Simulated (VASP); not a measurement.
Crystal: PtSe2.

```xyz
3
Lattice="3.7473 0.0000 0.0000 -1.8736 3.2453 0.0000 0.0000 0.0000 5.3035" Properties=species:S:1:pos:R:3 pbc="T T T"
Pt    0.0000    0.0000    0.0000
Se    0.0000    2.1635    1.2913
Se    1.8736    1.0818    4.0123
```

This cell differs from its parent crystal: strain +0.5%.

Base run:

| Item | Value |
| --- | --- |
| Program | VASP 6.6.1 |
| Functional | PBE |
| Potentials or basis | VASP PAW PBE potentials, release 64 (Pt, Se) |
| Cutoff | 520 eV |
| k mesh | 12 × 12 × 6 |
| Occupations | fermi-dirac, width 0.02 eV |
| Spin | no spin polarisation |

Its results: band gap on the k mesh zero (bands 11 and 12 overlap by 0.11 eV); pressure 2.7 GPa; largest force 0.159 eV/Å.

Question: The run is repeated on the same cell with these changes: functional from PBE to r2SCAN; further incar settings from ALGO = Normal; EDIFF = 1e-07; NBANDS = 18 to ALGO = Normal; EDIFF = 1e-06; NBANDS = 18. What comes out?

Answer: Band gap on the k mesh zero (bands 11 and 12 overlap by 0.01 eV); pressure 0.4 GPa; largest force 0.017 eV/Å.

Caveats: spin-orbit coupling is left out, which moves the levels of the heavy elements; the PAW data sets were made with another functional, which shifts forces and pressure a little (at least some runs).
